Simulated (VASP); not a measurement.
Here is a VASP 6.6.1 calculation.

File INCAR:

```
PREC = Accurate
ENCUT = 520
EDIFF = 1E-7
ISMEAR = 0
SIGMA = 0.1
LREAL = False
LASPH = True
NELM = 150
ALGO = Normal
ISIF = 2
LWAVE = False
LCHARG = False
ISPIN = 2
MAGMOM = 1 1 0 0 0
LORBIT = 11
LMAXMIX = 4
GGA = PE
NBANDS = 32
```

Contents of KPOINTS:

```
regular mesh
0
Gamma
  6 6 6
```

POSCAR

```
Ti2SiSe2
1.0
   -2.1393193700      2.1393193700      5.1295171200
    2.1393193700     -2.1393193700      5.1295171200
    2.1393193700      2.1393193700     -5.1295171200
Ti Si Se
2 1 2
Direct
    0.7500000000      0.2500000000      0.5000000000
    0.2500000000      0.7500000000      0.5000000000
    0.0000000000      0.0000000000      0.0000000000
    0.6296168600      0.6296168600      0.0000000000
    0.3703831400      0.3703831400      0.0000000000
```

Potentials or basis: VASP PAW PBE potentials, release 64 (Ti_sv, Si, Se).

Run with:

```sh
$ cat potpaw_PBE.64/Ti_sv/POTCAR potpaw_PBE.64/Si/POTCAR potpaw_PBE.64/Se/POTCAR > POTCAR
$ mpirun -np 1 vasp_std > vasp.out
```

(1) What does it give for the net moment?

(2) Estimate the band gap on the k mesh.

(3) Estimate the largest force.

(4) What does it give for the pressure?

Answers

(1) 0.00 μB per cell.

(2) zero (filled and empty bands overlap).

(3) 0.537 eV/Å.

(4) 5.9 GPa.

Caveat: the cell stands under pressure.
